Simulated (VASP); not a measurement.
# Se (P3_121) in VASP: a series of runs, part 2 of 2

VASP 6.6.1.

## Step 4: Single point, PBE+D3(BJ) (c/a of the conventional cell at fixed volume 1.3865)

The input, INCAR:

```
ALGO = Normal
EDIFF = 1E-6
ENCUT = 520
GGA = PE
ISIF = 2
ISMEAR = 0
IVDW = 12
LASPH = T
LCHARG = F
LREAL = F
LWAVE = F
NBANDS = 16
NELM = 60
PREC = Accurate
SIGMA = 0.05
```

The input, KPOINTS:

```
k-points
0
Gamma
  9 9 8
```

The input, POSCAR:

```
Se
1.0
    3.9409371099      0.0000000000      0.0000000000
   -1.9704685549      3.4129516519      0.0000000000
    0.0000000000      0.0000000000      5.4641093028
Se
3
Direct
    0.3087981154      0.0000000000      0.3333333333
    0.0000000000      0.3087981154      0.6666666667
    0.6912018846      0.6912018846      0.0000000000
```

Potentials or basis: VASP PAW PBE potentials, release 64 (Se).

On the command line:

```console
$ cat potpaw_PBE.64/Se/POTCAR > POTCAR
$ mpirun -np 1 vasp_std > vasp.out
```

OUTCAR:

```text
EDIFF = 1E-6
   ENCUT = 520
   GGA = PE
   ISIF = 2
   ISMEAR = 0
   IVDW = 12
   LASPH = T
   LREAL = F
   NELM = 60
   PREC = Accurate
 IVDW          = 12

 ion  position               nearest neighbor table
   1  0.309  0.000  0.333-   3 2.79   2 2.79
   2  0.000  0.309  0.667-   3 2.79   1 2.79
   3  0.691  0.691  0.000-   2 2.79   1 2.79

  LATTYP: Found a hexagonal cell.
 ALAT       =     3.9409371099
 C/A-ratio  =     1.3865000000

  Lattice vectors:

 A1 = (   3.9409371099,   0.0000000000,   0.0000000000)
 A2 = (  -1.9704685549,   3.4129516519,   0.0000000000)
 A3 = (   0.0000000000,   0.0000000000,   5.4641093028)

Analysis of symmetry for initial positions (statically):
=====================================================================
 Subroutine PRICEL returns:
 Original cell was already a primitive cell.

 Routine SETGRP: Setting up the symmetry group for a
 hexagonal supercell.

 Subroutine GETGRP returns: Found  6 space group operations
 (whereof  2 operations were pure point group operations)
 out of a pool of 24 trial point group operations.

The static configuration has the point symmetry C_2 .
 The point group associated with its full space group is D_3 .

Analysis of symmetry for dynamics (positions and initial velocities):
=====================================================================
 Subroutine PRICEL returns:
 Original cell was already a primitive cell.

 Routine SETGRP: Setting up the symmetry group for a
 hexagonal supercell.

 Subroutine GETGRP returns: Found  6 space group operations
 (whereof  2 operations were pure point group operations)
 out of a pool of 24 trial point group operations.

The dynamic configuration has the point symmetry C_2 .
 The point group associated with its full space group is D_3 .

 Subroutine INISYM returns: Found  6 space group operations
 (whereof  2 operations are pure point group operations),
 and found     1 'primitive' translations

----------------------------------------------------------------------------------------

                                     Primitive cell

  volume of cell :      73.4935

  direct lattice vectors                    reciprocal lattice vectors
     3.940937110  0.000000000  0.000000000     0.253746754  0.146500757  0.000000000
    -1.970468555  3.412951652  0.000000000     0.000000000  0.293001514  0.000000000
     0.000000000  0.000000000  5.464109303     0.000000000  0.000000000  0.183012444

  length of vectors
     3.940937110  3.940937110  5.464109303     0.293001514  0.293001514  0.183012444

  position of ions in fractional coordinates (direct lattice)
     0.308798115  0.000000000  0.333333333
     0.000000000  0.308798115  0.666666667
     0.691201885  0.691201885  0.000000000

  ion indices of the primitive-cell ions
   primitive index   ion index
                 1           1
                 2           2
                 3           3

----------------------------------------------------------------------------------------

 KPOINTS: k-points

Automatic generation of k-mesh.
 Grid dimensions read from file:
 generate k-points for:    9    9    8

 Generating k-lattice:

  Cartesian coordinates                     Fractional coordinates (reciprocal lattice)
     0.028194084  0.016277862  0.000000000     0.111111111  0.000000000  0.000000000
     0.000000000  0.032555724  0.000000000     0.000000000  0.111111111  0.000000000
     0.000000000  0.000000000  0.022876556     0.000000000  0.000000000  0.125000000

  Length of vectors
     0.032555724  0.032555724  0.022876556

  Shift w.r.t. Gamma in fractional coordinates (k-lattice)
     0.000000000  0.000000000  0.000000000

 Subroutine IBZKPT returns following result:
 ===========================================

 Found     81 irreducible k-points:

 Following reciprocal coordinates:
            Coordinates               Weight
  0.000000  0.000000  0.000000      1.000000
  0.111111  0.000000  0.000000      6.000000
  0.222222  0.000000  0.000000      6.000000
  0.333333  0.000000  0.000000      6.000000
  0.444444  0.000000  0.000000      6.000000
  0.111111  0.111111  0.000000      6.000000
[... 16 lines left out ...]
  0.222222  0.111111  0.125000     12.000000
 -0.111111  0.333333  0.125000     12.000000
 [... further k-points ...]
   k-points           NKPTS =     81   k-points in BZ     NKDIM =     81   number of bands    NBANDS=     16
   number of dos      NEDOS =    301   number of ions     NIONS =      3
   total plane-waves  NPLWV =  37800
   dimension x,y,z NGX =    30 NGY =   30 NGZ =   42
   dimension x,y,z NGXF=    60 NGYF=   60 NGZF=   84
   ions per type =               3
   NGX,Y,Z   is equivalent  to a cutoff of  12.66, 12.66, 12.78 a.u.
   NGXF,Y,Z  is equivalent  to a cutoff of  25.31, 25.31, 25.56 a.u.
 SYSTEM =  unknown system
   PREC   = accura    normal or accurate (medium, high low for compatibility)
   ISTART =      0    job   : 0-new  1-cont  2-samecut
   ICHARG =      2    charge: 1-file 2-atom 10-const
   ISPIN  =      1    spin polarized calculation?
   LNONCOLLINEAR =      F non collinear calculations
   LSORBIT =      F    spin-orbit coupling
   LASPH  =      T    aspherical Exc in radial PAW
   ENCUT  =  520.0 eV  38.22 Ry    6.18 a.u.   7.33  7.33 10.16*2*pi/ulx,y,z
   NELM   =     60;   NELMIN=  2; NELMDL= -5     # of ELM steps
   EDIFF  = 0.1E-05   stopping-criterion for ELM
   LREAL  =      F    real-space projection
   EDIFFG = 0.1E-04   stopping-criterion for IOM
   NSW    =      0    number of steps for IOM
   IBRION =     -1    ionic relax: 0-MD 1-quasi-New 2-CG
   NFREE  =      0    steps in history (QN), initial steepest desc. (CG)
   ISIF   =      2    stress and relaxation
   ISYM   =      2    0-nonsym 1-usesym 2-fastsym
   POTIM  = 0.5000    time-step for ionic-motion
   TEBEG  =    0.0;   TEEND  =   0.0 temperature during run
   PSTRESS=    0.0 pullay stress
   NELECT =      18.0000    total number of electrons
   NUPDOWN=      -1.0000    fix difference up-down
   EMIN   =  10.00;   EMAX   =-10.00  energy-range for DOS
   EFERMI =   0.00;   METHOD = LEGACY
   ISMEAR =     0;   SIGMA  =   0.05  broadening in eV -4-tet -1-fermi 0-gaus
   EFERMI_NEDOS =   21; number of points for ismear=-14 and -15
   IALGO  =     38    algorithm
   IMIX   =      4    mixing-type and parameters
     AMIX     =   0.40;   BMIX     =  1.00
     AMIX_MAG =   1.60;   BMIX_MAG =  1.00
  volume/ion in A,a.u.               =      24.50       165.32
  Fermi-wavevector in a.u.,A,eV,Ry     =   1.024274  1.935597 14.274368  1.049136
  Thomas-Fermi vector in A             =   2.158052
   LORBIT       =      0    0 simple, 1 ext, 2 COOP (PROOUT), +10 PAW based schemes
   GGA     = PE    functional components
   LHFCALC =     F    Hartree Fock is set to
   AEXX    =    0.0000 exact exchange contribution
   IVDW    =    12    specifies the selected vdW correction
   LEPSILON=     F    determine dielectric tensor
   LRPA    =     F    only Hartree local field effects (RPA)
 non-spin polarized calculation
 Gauss-broadening in eV      SIGMA  =   0.05
  energy-cutoff  :      520.00
  volume of cell :       73.49
 maximum number of plane-waves:      2012
 NGX is ok and might be reduce to    30

 number of electron      18.0000002 magnetization

 Free energy of the ion-electron system (eV)
  ---------------------------------------------------
  ext. energy  EPLUGINS =         0.00000000
  ---------------------------------------------------
  free energy    TOTEN  =        -9.94133184 eV

  energy without entropy =       -9.94096909  energy(sigma->0) =       -9.94115046

 E-fermi :   3.7350     XC(G=0):  -9.5631

 val. band max:        3.7185195904   @ k =   0.0000   0.0000   0.5000
 cond. band min:       3.7488480207   @ k =   0.3333   0.3333   0.5000
 fundamental gap:      0.0303284303
 Fermi energy:         3.7349700978

 k-point     1 :       0.0000    0.0000    0.0000
  band No.  band energies     occupation
      1     -11.6165      2.00000
      2      -8.2712      2.00000
      3      -8.2712      2.00000
      4       1.1747      2.00000
      5       1.1747      2.00000
      6       1.1911      2.00000
[... 433 lines left out ...]
      3      -7.8681      2.00000
      4      -1.4090      2.00000
      5      -0.7112      2.00000
      6       0.3006      2.00000
[... 8 lines left out ...]
     15      13.2051      0.00000
     16      13.7006      0.00000

 [... further k-points ...]

------------------------ aborting loop because EDIFF is reached ----------------------------------------

 Edisp (eV)   -1.07023

 E8    (eV) :    -0.4421

  FORCE on cell =-STRESS in cart. coord.  units (eV):
  Direction    XX          YY          ZZ          XY          YZ          ZX
  --------------------------------------------------------------------------------------
  -------------------------------------------------------------------------------------
  Total      -2.75961    -2.75961    -4.21229    -0.00000     0.00000    -0.00000
  in kB     -60.16022   -60.16022   -91.82910    -0.00000     0.00000    -0.00000
  external pressure =      -70.72 kB  Pullay stress =        0.00 kB

 VOLUME and BASIS-vectors are now :
 -----------------------------------------------------------------------------
  energy-cutoff  :      520.00
  volume of cell :       73.49
      direct lattice vectors                 reciprocal lattice vectors
     3.940937110  0.000000000  0.000000000     0.253746754  0.146500757  0.000000000
    -1.970468555  3.412951652  0.000000000     0.000000000  0.293001514  0.000000000
     0.000000000  0.000000000  5.464109303     0.000000000  0.000000000  0.183012444

 POSITION                                       TOTAL-FORCE (eV/Angst)
 -----------------------------------------------------------------------------------
      1.21695      0.00000      1.82137        -0.635963      0.000000     -0.000000
     -0.60848      1.05391      3.64274         0.317982     -0.550760      0.000000
      1.36199      2.35904      0.00000         0.317982      0.550760      0.000000
 -----------------------------------------------------------------------------------
    total drift:                                0.000000     -0.000000      0.000000

  FREE ENERGIE OF THE ION-ELECTRON SYSTEM (eV)
  ---------------------------------------------------
  free  energy   TOTEN  =       -11.0115656407 eV

  energy  without entropy=      -11.0112028925  energy(sigma->0) =      -11.01138427
```

OSZICAR:

```text
N       E                     dE             d eps       ncg     rms          rms(c)
DAV:   1     0.779520296697E+02    0.77952E+02   -0.73958E+03  2592   0.950E+02
DAV:   2    -0.525100861486E+01   -0.83203E+02   -0.79253E+02  3456   0.154E+02
DAV:   3    -0.991236671552E+01   -0.46614E+01   -0.46302E+01  3040   0.405E+01
DAV:   4    -0.994142768365E+01   -0.29061E-01   -0.29055E-01  3632   0.382E+00
DAV:   5    -0.994159753243E+01   -0.16985E-03   -0.16985E-03  3232   0.284E-01    0.529E+00
DAV:   6    -0.993859254635E+01    0.30050E-02   -0.10270E-02  3608   0.635E-01    0.316E+00
DAV:   7    -0.994133483436E+01   -0.27423E-02   -0.19785E-02  3368   0.889E-01    0.130E-01
DAV:   8    -0.994128203035E+01    0.52804E-04   -0.16349E-03  3392   0.234E-01    0.521E-02
DAV:   9    -0.994132475220E+01   -0.42722E-04   -0.90725E-05  3608   0.597E-02    0.165E-02
DAV:  10    -0.994133024006E+01   -0.54879E-05   -0.65779E-06  3480   0.161E-02    0.408E-03
DAV:  11    -0.994133166471E+01   -0.14247E-05   -0.13136E-06  2944   0.732E-03    0.169E-03
DAV:  12    -0.994133183800E+01   -0.17328E-06   -0.22263E-07  2608   0.299E-03
   1 F= -.11011566E+02 E0= -.11011384E+02  d E =-.362748E-03
```

It took 43 s on 1 thread of AMD EPYC 9R45 (Zen 5), shared host; peak memory 0.21 GiB.

What came out:

| Quantity | Value |
| --- | --- |
| Free energy | -11.0116 eV |
| Pressure | -7.1 GPa |
| Largest force | 0.636 eV/Å |
| Band gap on the k mesh | zero (band 9 reaches 3.75 eV, above the bottom of band 10 at 3.72 eV) |
| Dispersion energy per atom | -0.357 eV |

Forces on the atoms (eV/Å):
```
Se  -0.636  0.000  0.000
Se   0.318 -0.551  0.000
Se   0.318  0.551  0.000
```

Caveat: pairwise dispersion overbinds metals, which lowers pressure and volume.

## Step 5: Single point, PBE+D3(BJ) (c/a of the conventional cell at fixed volume 1.0084)

The input, INCAR:

```
PREC     = Accurate       # precision mode
ENCUT    = 520            # plane-wave cutoff, eV
EDIFF    = 1E-6           # SCF threshold, eV
ISMEAR   = 0              # smearing method
SIGMA    = 0.05           # smearing width, eV
LREAL    = False          # projectors in reciprocal space
LASPH    = True           # aspherical terms in the spheres
NELM     = 60             # most SCF steps
ALGO     = Normal         # electronic algorithm
ISIF     = 2              # what is computed and relaxed
LWAVE    = False          # write WAVECAR
LCHARG   = False          # write CHGCAR
GGA      = PE             # functional
IVDW     = 12             # dispersion correction
NBANDS   = 16             # bands
```

The input, KPOINTS:

```
Automatic mesh
0
Gamma
  9 9 8
```

The input, POSCAR:

```
Se
1.0
    4.3822301585      0.0000000000      0.0000000000
   -2.1911150793      3.7951226425      0.0000000000
    0.0000000000      0.0000000000      4.4190408919
Se
3
Direct
    0.3087981154      0.0000000000      0.3333333333
    0.0000000000      0.3087981154      0.6666666667
    0.6912018846      0.6912018846      0.0000000000
```

On the command line:

```console
$ cat potpaw_PBE.64/Se/POTCAR > POTCAR
$ mpirun -np 1 vasp_std > vasp.out
```

Wall time 46 s (1 thread of AMD EPYC 9R45 (Zen 5), shared host); peak memory 0.22 GiB.

It converged, with:

| Quantity | Value |
| --- | --- |
| Free energy | -10.8898 eV |
| Pressure | -7.2 GPa |
| Largest force | 0.382 eV/Å |
| Band gap on the k mesh | zero (band 9 reaches 4.52 eV, above the bottom of band 10 at 2.80 eV) |
| Dispersion energy per atom | -0.357 eV |

Forces on the atoms (eV/Å):
```
Se  -0.382  0.000  0.000
Se   0.191 -0.331  0.000
Se   0.191  0.331  0.000
```

Stress tensor (GPa, compression positive):
```
-8.67  0.00  0.00
 0.00 -8.67  0.00
 0.00  0.00 -4.14
```

Levels at points of the mesh, in eV from the Fermi level:
| k point | band 5 | band 6 | band 7 | band 8 | band 9 | band 10 | band 11 | band 12 | band 13 | band 14 |
| --- | --- | --- | --- | --- | --- | --- | --- | --- | --- | --- |
| (0.00, 0.00, 0.00) | -3.20 | -3.20 | -2.39 | -2.30 | -2.30 | 0.87 | 1.70 | 1.70 | 7.15 | 7.15 |
| (0.00, 0.00, 0.50) | -3.44 | -2.27 | -1.77 | -1.77 | -1.28 | -0.88 | -0.88 | -0.44 | 5.53 | 5.53 |

Caveat: pairwise dispersion overbinds metals, which lowers pressure and volume.

## Step 6: Summary

```tsv
cell	gap on the mesh (eV)	pressure (GPa)	largest force (eV/Å)
a = 4.214, b = 4.214, c = 4.780 Å, angles 90.0, 90.0, 120.0°, 3 atoms	none	-3.5	0.70
a = 4.382, b = 4.382, c = 4.419 Å, angles 90.0, 90.0, 120.0°, 3 atoms	none	-7.2	0.38
a = 3.941, b = 3.941, c = 5.464 Å, angles 90.0, 90.0, 120.0°, 3 atoms	none	-7.1	0.64
```

Some of these runs hold the atoms at other places in the same cell, which the table doesn't show; runs alike in all that it shows share one row.

Alike in all rows: task single point; level PBE+D3(BJ); potentials or basis VASP PAW PBE potentials, release 64 (Se); no spin polarisation; k mesh 9 × 9 × 8; cutoff (eV) 520; smearing gaussian 0.05 eV.

Caveats: pairwise dispersion overbinds metals, which lowers pressure and volume.

Total energies depend on the potentials used, so only differences within one code and one set of settings carry meaning.
